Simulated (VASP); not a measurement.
A run of VASP 6.6.1 is set up as follows.

The input INCAR:

```
ALGO = Fast
EDIFF = 1E-7
ENCUT = 520
GGA = PE
ISIF = 2
ISMEAR = 0
LASPH = T
LCHARG = F
LREAL = F
LWAVE = F
NBANDS = 46
NELM = 60
PREC = Accurate
SIGMA = 0.1
```

KPOINTS

```
k-points
0
Gamma
  6 6 6
```

File POSCAR:

```
AlHg6
1.0
    7.8078482837      0.0000000000      0.0000000000
    0.0000000000      7.8078482837      0.0000000000
    0.0000000000      0.0000000000      7.8078482837
Al Hg
1 6
Direct
    0.0000000000      0.0000000000      0.0000000000
    0.1978415412      0.5000000000      0.5000000000
    0.5000000000      0.1978415412      0.5000000000
    0.8021584588      0.5000000000      0.5000000000
    0.5000000000      0.8021584588      0.5000000000
    0.5000000000      0.5000000000      0.1978415412
    0.5000000000      0.5000000000      0.8021584588
```

Potentials or basis: VASP PAW PBE potentials, release 64 (Al, Hg).

The run is started by

```sh
$ cat potpaw_PBE.64/Al/POTCAR potpaw_PBE.64/Hg/POTCAR > POTCAR
$ mpirun -np 1 vasp_std > vasp.out
```

Problem. Estimate the pressure.

Solution. 0.0 GPa.

Problem. Predict the largest force.

Solution. 0.003 eV/Å.

Forces on the atoms (eV/Å):
```
Al   0.000  0.000  0.000
Hg   0.003  0.000  0.000
Hg   0.000  0.003  0.000
Hg  -0.003  0.000  0.000
Hg   0.000 -0.003  0.000
Hg   0.000  0.000  0.003
Hg   0.000  0.000 -0.003
```
